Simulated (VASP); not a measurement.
# As (C2/c) in VASP: a series of runs

As is run at these levels: LDA; tasks: single point.

Program: VASP 6.6.1. These are calculated values, not measurements. Logs are shortened: lines on timing, memory, paths and dates and some standing lists are left out, and cuts for length are marked.

### Step 1. The cell of the first run

It takes space group C2/c (No. 15, monoclinic). Conventional cell: a = 2.781 Å, b = 7.884 Å, c = 3.681 Å, α = 90.00°, β = 90.11°, γ = 90.00°. As (site symmetry 2) has 8 As at 2.47 to 3.26 Å within 3.3 Å.

### Step 2. Single point, LDA

Input file INCAR:

```
SYSTEM = As
PREC = Accurate
ENCUT = 500
EDIFF = 1E-6
ISMEAR = -1
SIGMA = 0.1
LREAL = .FALSE.
LASPH = .TRUE.
NELM = 120
ALGO = Normal
ISIF = 2
LWAVE = .FALSE.
LCHARG = .FALSE.
NBANDS = 12
GGA_COMPAT = .FALSE.
```

Input file KPOINTS:

```
Automatic mesh
0
G
  24 24 14
  0 0 0
```

Input file POSCAR:

```
As
1.0
   -2.9710017927      2.6039793780      1.3659675611
    2.6039793780     -2.9710017927      1.3659675611
    2.9229480920      2.9229480920     -2.0381697858
As
2
Direct
    0.0208380531      0.9791619469      0.0000000000
    0.7291619469      0.2708380531      0.5000000000
```

Potentials or basis: VASP PAW LDA potentials, release 64 (As).

On the command line:

```console
> cat potpaw_LDA.64/As/POTCAR > POTCAR
> mpirun -np 1 vasp_std > vasp.out
```

OUTCAR:

```text
SYSTEM = As
   PREC = Accurate
   ENCUT = 500
   EDIFF = 1E-6
   ISMEAR = -1
   LREAL = .FALSE.
   LASPH = .TRUE.
   NELM = 120
   ISIF = 2

 ion  position               nearest neighbor table
   1  0.021  0.979  0.000-   2 2.47   2 2.47
   2  0.729  0.271  0.500-   1 2.47   1 2.47

  Warning from LATTYP: Got some problem with cell dimensions!
  Tried to take original basis but could not verify dimensions!
  LATTYP: Found a base centered monoclinic cell.
 ALAT       =     2.7808057138
 B/A-ratio  =     2.8352264750
 C/A-ratio  =     1.3235735287
 COS(beta)  =    -0.0018717923

  Lattice vectors:

 A1 = (   2.9710017927,  -2.6039793780,  -1.3659675611)
 A2 = (  -2.6039793780,   2.9710017927,  -1.3659675611)
 A3 = (   2.5559256773,   2.5559256773,   0.6937653364)

Analysis of symmetry for initial positions (statically):
=====================================================================
 Subroutine PRICEL returns:
 Original cell was already a primitive cell.

 Routine SETGRP: Setting up the symmetry group for a
 base centered monoclinic supercell.

 Subroutine GETGRP returns: Found  4 space group operations
 (whereof  2 operations were pure point group operations)
 out of a pool of  4 trial point group operations.

The static configuration has the point symmetry C_2 .
 The point group associated with its full space group is C_2h.

Analysis of symmetry for dynamics (positions and initial velocities):
=====================================================================
 Subroutine PRICEL returns:
 Original cell was already a primitive cell.

 Routine SETGRP: Setting up the symmetry group for a
 base centered monoclinic supercell.

 Subroutine GETGRP returns: Found  4 space group operations
 (whereof  2 operations were pure point group operations)
 out of a pool of  4 trial point group operations.

The dynamic configuration has the point symmetry C_2 .
 The point group associated with its full space group is C_2h.

 Subroutine INISYM returns: Found  4 space group operations
 (whereof  2 operations are pure point group operations),
 and found     1 'primitive' translations

----------------------------------------------------------------------------------------

                                     Primitive cell

  volume of cell :      40.3475

  direct lattice vectors                    reciprocal lattice vectors
    -2.971001793  2.603979378  1.365967561     0.051124654  0.230497457  0.403875487
     2.603979378 -2.971001793  1.365967561     0.230497457  0.051124654  0.403875487
     2.922948092  2.922948092 -2.038169786     0.188741229  0.188741229  0.050712962

  length of vectors
     4.180122921  4.180122921  4.608837942     0.467822848  0.467822848  0.271695247

  position of ions in fractional coordinates (direct lattice)
     0.020838053  0.979161947  1.000000000
     0.729161947  0.270838053  0.500000000

  ion indices of the primitive-cell ions
   primitive index   ion index
                 1           1
                 2           2

----------------------------------------------------------------------------------------

 KPOINTS: Automatic mesh

Automatic generation of k-mesh.
 Grid dimensions read from file:
 generate k-points for:   24   24   14

 Generating k-lattice:

  Cartesian coordinates                     Fractional coordinates (reciprocal lattice)
     0.002130194  0.009604061  0.016828145     0.041666667  0.000000000  0.000000000
     0.009604061  0.002130194  0.016828145     0.000000000  0.041666667  0.000000000
     0.013481516  0.013481516  0.003622354    -0.000000000 -0.000000000  0.071428571

  Length of vectors
     0.019492619  0.019492619  0.019406803

  Shift w.r.t. Gamma in fractional coordinates (k-lattice)
     0.000000000  0.000000000  0.000000000

 Subroutine IBZKPT returns following result:
 ===========================================

 Found   2114 irreducible k-points:

 Following reciprocal coordinates:
            Coordinates               Weight
  0.000000  0.000000  0.000000      1.000000
  0.041667 -0.000000 -0.000000      4.000000
  0.083333  0.000000 -0.000000      4.000000
  0.125000  0.000000 -0.000000      4.000000
  0.166667  0.000000 -0.000000      4.000000
  0.208333  0.000000 -0.000000      4.000000
[... 16 lines left out ...]
  0.416667  0.041667 -0.000000      4.000000
  0.458333  0.041667 -0.000000      4.000000
 [... further k-points ...]
   k-points           NKPTS =   2114   k-points in BZ     NKDIM =   2114   number of bands    NBANDS=     12
   number of dos      NEDOS =    301   number of ions     NIONS =      2
   total plane-waves  NPLWV =  32400
   dimension x,y,z NGX =    30 NGY =   30 NGZ =   36
   dimension x,y,z NGXF=    60 NGYF=   60 NGZF=   72
   ions per type =               2
   NGX,Y,Z   is equivalent  to a cutoff of  11.93, 11.93, 12.99 a.u.
   NGXF,Y,Z  is equivalent  to a cutoff of  23.86, 23.86, 25.97 a.u.
 SYSTEM =  As
   PREC   = accura    normal or accurate (medium, high low for compatibility)
   ISTART =      0    job   : 0-new  1-cont  2-samecut
   ICHARG =      2    charge: 1-file 2-atom 10-const
   ISPIN  =      1    spin polarized calculation?
   LNONCOLLINEAR =      F non collinear calculations
   LSORBIT =      F    spin-orbit coupling
   LASPH  =      T    aspherical Exc in radial PAW
   ENCUT  =  500.0 eV  36.75 Ry    6.06 a.u.   7.62  7.62  8.40*2*pi/ulx,y,z
   NELM   =    120;   NELMIN=  2; NELMDL= -5     # of ELM steps
   EDIFF  = 0.1E-05   stopping-criterion for ELM
   LREAL  =      F    real-space projection
   EDIFFG = 0.1E-04   stopping-criterion for IOM
   NSW    =      0    number of steps for IOM
   IBRION =     -1    ionic relax: 0-MD 1-quasi-New 2-CG
   NFREE  =      0    steps in history (QN), initial steepest desc. (CG)
   ISIF   =      2    stress and relaxation
   ISYM   =      2    0-nonsym 1-usesym 2-fastsym
   POTIM  = 0.5000    time-step for ionic-motion
   TEBEG  =    0.0;   TEEND  =   0.0 temperature during run
   PSTRESS=    0.0 pullay stress
   NELECT =      10.0000    total number of electrons
   NUPDOWN=      -1.0000    fix difference up-down
   EMIN   =  10.00;   EMAX   =-10.00  energy-range for DOS
   EFERMI =   0.00;   METHOD = LEGACY
   ISMEAR =    -1;   SIGMA  =   0.10  broadening in eV -4-tet -1-fermi 0-gaus
   EFERMI_NEDOS =   21; number of points for ismear=-14 and -15
   IALGO  =     38    algorithm
   IMIX   =      4    mixing-type and parameters
     AMIX     =   0.40;   BMIX     =  1.00
     AMIX_MAG =   1.60;   BMIX_MAG =  1.00
  volume/ion in A,a.u.               =      20.17       136.14
  Fermi-wavevector in a.u.,A,eV,Ry     =   1.028338  1.943277 14.387872  1.057479
  Thomas-Fermi vector in A             =   2.162329
   LORBIT       =      0    0 simple, 1 ext, 2 COOP (PROOUT), +10 PAW based schemes
   GGA     = CA    functional components
   LHFCALC =     F    Hartree Fock is set to
   AEXX    =    0.0000 exact exchange contribution
   IVDW    =     0    specifies the selected vdW correction
   LEPSILON=     F    determine dielectric tensor
   LRPA    =     F    only Hartree local field effects (RPA)
 non-spin polarized calculation
  energy-cutoff  :      500.00
  volume of cell :       40.35
 maximum number of plane-waves:      1050
   NGX = 15   NGY = 15   NGZ = 17

 number of electron      10.0000001 magnetization

 Free energy of the ion-electron system (eV)
  ---------------------------------------------------
  ext. energy  EPLUGINS =         0.00000000
  ---------------------------------------------------
  free energy    TOTEN  =       -10.56768219 eV

  energy without entropy =      -10.54619363  energy(sigma->0) =      -10.55693791

 E-fermi :   5.7673     XC(G=0): -10.4894

 val. band max:        5.7664401399   @ k =  -0.2917   0.5000   0.3571
 cond. band min:       5.7676150154   @ k =  -0.0833   0.0417   0.4286
 fundamental gap:      0.0011748754
 Fermi energy:         5.7673464692

 k-point     1 :       0.0000    0.0000    0.0000
  band No.  band energies     occupation
      1      -9.3055      2.00000
      2      -2.4908      2.00000
      3       1.6073      2.00000
      4       1.8831      2.00000
      5       7.2491      0.00000
      6       9.8332      0.00000
      7      10.0508      0.00000
      8      11.4287      0.00000
      9      11.8796      0.00000
     10      14.7949      0.00000
     11      14.9679      0.00000
     12      16.3249      0.00000

 k-point     2 :       0.0417   -0.0000   -0.0000
  band No.  band energies     occupation
      1      -9.2549      2.00000
      2      -2.5373      2.00000
      3       1.6491      2.00000
      4       1.9305      2.00000
      5       7.3695      0.00000
      6       9.4691      0.00000
      7       9.9273      0.00000
      8      11.1365      0.00000
      9      11.7212      0.00000
     10      15.0890      0.00000
     11      15.2417      0.00000
     12      16.6060      0.00000

 k-point     3 :       0.0833    0.0000   -0.0000
  band No.  band energies     occupation
      1      -9.1036      2.00000
      2      -2.6602      2.00000
      3       1.6553      2.00000
      4       2.1858      2.00000
      5       7.6822      0.00000
      6       8.6059      0.00000
      7       9.5744      0.00000
      8      10.5080      0.00000
      9      11.3661      0.00000
     10      15.5457      0.00000
     11      16.1539      0.00000
     12      17.3934      0.00000
[... 286 lines left out ...]
 k-point    23 :       0.4167    0.0417   -0.0000
  band No.  band energies     occupation
      1      -4.2387      2.00000
      2      -3.5079      2.00000
      3       1.0035      2.00000
      4       1.6052      2.00000
      5       3.5919      2.00000
      6       3.8437      2.00000
      7       8.1546      0.00000
      8       8.4186      0.00000
      9      12.4329      0.00000
     10      13.1157      0.00000
     11      17.2473      0.00000
     12      17.9058      0.00000

 k-point    24 :       0.4583    0.0417   -0.0000
  band No.  band energies     occupation
      1      -3.7478      2.00000
      2      -3.7423      2.00000
      3       1.0868      2.00000
      4       1.0931      2.00000
      5       3.6322      2.00000
      6       3.6510      2.00000
      7       8.2603      0.00000
      8       8.2734      0.00000
      9      13.3207      0.00000
     10      13.3382      0.00000
     11      16.9869      0.00000
     12      17.0077      0.00000

 [... further k-points ...]

------------------------ aborting loop because EDIFF is reached ----------------------------------------

  FORCE on cell =-STRESS in cart. coord.  units (eV):
  Direction    XX          YY          ZZ          XY          YZ          ZX
  --------------------------------------------------------------------------------------
  -------------------------------------------------------------------------------------
  Total        0.0535164      0.0535164      0.2279236      0.0093091     -0.0306866     -0.0306866
  in kB        2.1251045      2.1251045      9.0507155      0.3696599     -1.2185460     -1.2185464
  external PRESSURE =       4.4336415 kB  Pullay stress =       0.0000000 kB

 VOLUME and BASIS-vectors are now :
 -----------------------------------------------------------------------------
  energy-cutoff  :      500.00
  volume of cell :       40.35
      direct lattice vectors                 reciprocal lattice vectors
    -2.971001793  2.603979378  1.365967561     0.051124654  0.230497457  0.403875487
     2.603979378 -2.971001793  1.365967561     0.230497457  0.051124654  0.403875487
     2.922948092  2.922948092 -2.038169786     0.188741229  0.188741229  0.050712962

 POSITION                                       TOTAL-FORCE (eV/Angst)
 -----------------------------------------------------------------------------------
      2.48781     -2.85483      1.36597         0.040661     -0.040661     -0.000000
      0.00039      2.55554      0.34688        -0.040661      0.040661      0.000000
 -----------------------------------------------------------------------------------
    total drift:                                0.000000     -0.000000      0.000000

  FREE ENERGIE OF THE ION-ELECTRON SYSTEM (eV)
  ---------------------------------------------------
  free  energy   TOTEN  =       -10.5676821859 eV

  energy  without entropy=      -10.5461936335  energy(sigma->0) =      -10.55693791
```

Wall time 13 min (1 thread of Intel Xeon Platinum 8259CL at 2.50GHz (Skylake/Cascade Lake), shared host); peak memory 0.85 GiB.

Results:

- Free energy: -10.5677 eV
- Pressure: 0.4 GPa
- Largest force: 0.058 eV/Å
- Band gap on the k mesh: zero (bands 5 and 6 overlap by 8.40 eV)

Forces on the atoms (eV/Å):
```
As   0.041 -0.041  0.000
As  -0.041  0.041  0.000
```

Levels at points of the mesh, in eV from the Fermi level:
| k point | band 3 | band 4 | band 5 | band 6 | band 7 | band 8 |
| --- | --- | --- | --- | --- | --- | --- |
| (0.00, 0.00, 0.00) | -4.16 | -3.88 | 1.48 | 4.07 | 4.28 | 5.66 |
| (0.50, 0.00, 0.00) | -4.69 | -4.68 | -2.10 | -2.09 | 2.42 | 2.43 |
| (0.50, 0.50, 0.00) | -2.75 | -0.92 | -0.24 | 0.55 | 3.05 | 7.91 |
| (0.00, 0.00, 0.50) | -2.56 | -2.56 | -0.14 | -0.14 | 5.47 | 5.47 |
| (0.50, 0.00, 0.50) | -5.48 | -3.34 | -1.31 | 0.64 | 2.43 | 4.04 |
| (0.50, 0.50, 0.50) | -6.47 | -6.47 | 5.14 | 5.14 | 6.42 | 6.42 |

### Step 3. Single point, LDA (17.75 Å³/atom)

This run uses another cell than the first one, of 17.75 Å³/atom.

Input file INCAR:

```
SYSTEM = As
PREC     = Accurate       ! precision mode
ENCUT    = 510            ! plane-wave cutoff, eV
EDIFF    = 1E-6           ! SCF threshold, eV
ISMEAR   = -1             ! smearing method
SIGMA    = 0.1            ! smearing width, eV
LREAL    = .False.        ! projectors in reciprocal space
LASPH    = .True.         ! aspherical terms in the spheres
NELM     = 120            ! most SCF steps
ALGO     = Normal         ! electronic algorithm
ISIF     = 2              ! what is computed and relaxed
LWAVE    = .False.        ! write WAVECAR
LCHARG   = .False.        ! write CHGCAR
GGA      = CA             ! functional
NBANDS   = 22             ! bands
GGA_COMPAT= .False.
```

Input file KPOINTS:

```
Automatic mesh
0
Gamma
  16 16 10
  0 0 0
```

Input file POSCAR:

```
As
1.0
   -2.8470633970      2.4953516999      1.3089848193
    2.4953516999     -2.8470633970      1.3089848193
    2.8010143058      2.8010143058     -1.9531454368
As
2
Direct
    0.0208380531      0.9791619469      0.0000000000
    0.7291619469      0.2708380531      0.5000000000
```

Potentials or basis: VASP PAW LDA potentials, release 64 (As_d).

On the command line:

```console
> cat potpaw_LDA.64/As_d/POTCAR > POTCAR
> mpirun -np 1 vasp_std > vasp.out
```

It took 12 min on 1 thread of Intel Xeon Platinum 8375C at 2.90GHz (Ice Lake), shared host; peak memory 0.48 GiB.

It converged, with:

```
Free energy            : -10.3606 eV
Pressure               : 14.6 GPa
Largest force          : 1.013 eV/Å
Band gap on the k mesh : zero (bands 15 and 16 overlap by 9.33 eV)
```

Forces on the atoms (eV/Å):
```
As   0.717 -0.717  0.000
As  -0.717  0.717  0.000
```

Stress tensor (GPa, compression positive):
```
14.68  1.51  0.24
 1.51 14.68  0.24
 0.24  0.24 14.59
```

Levels at points of the mesh, in eV from the Fermi level:
| k point | band 13 | band 14 | band 15 | band 16 | band 17 | band 18 |
| --- | --- | --- | --- | --- | --- | --- |
| (0.00, 0.00, 0.00) | -4.84 | -4.47 | 1.10 | 4.60 | 4.80 | 6.04 |
| (0.50, 0.00, 0.00) | -5.46 | -5.45 | -2.34 | -2.32 | 2.21 | 2.23 |
| (0.50, 0.50, 0.00) | -3.17 | -0.94 | -0.13 | 0.38 | 3.40 | 8.37 |
| (0.00, 0.00, 0.50) | -2.87 | -2.87 | -0.33 | -0.33 | 6.30 | 6.30 |
| (0.50, 0.00, 0.50) | -5.60 | -3.93 | -1.45 | 0.81 | 2.79 | 4.37 |
| (0.50, 0.50, 0.50) | -7.45 | -7.45 | 5.85 | 5.85 | 7.36 | 7.36 |

Caveat: the cell stands under pressure; forces of over 1 eV/Å act on the atoms, so gaps and moduli don't describe the material at rest.
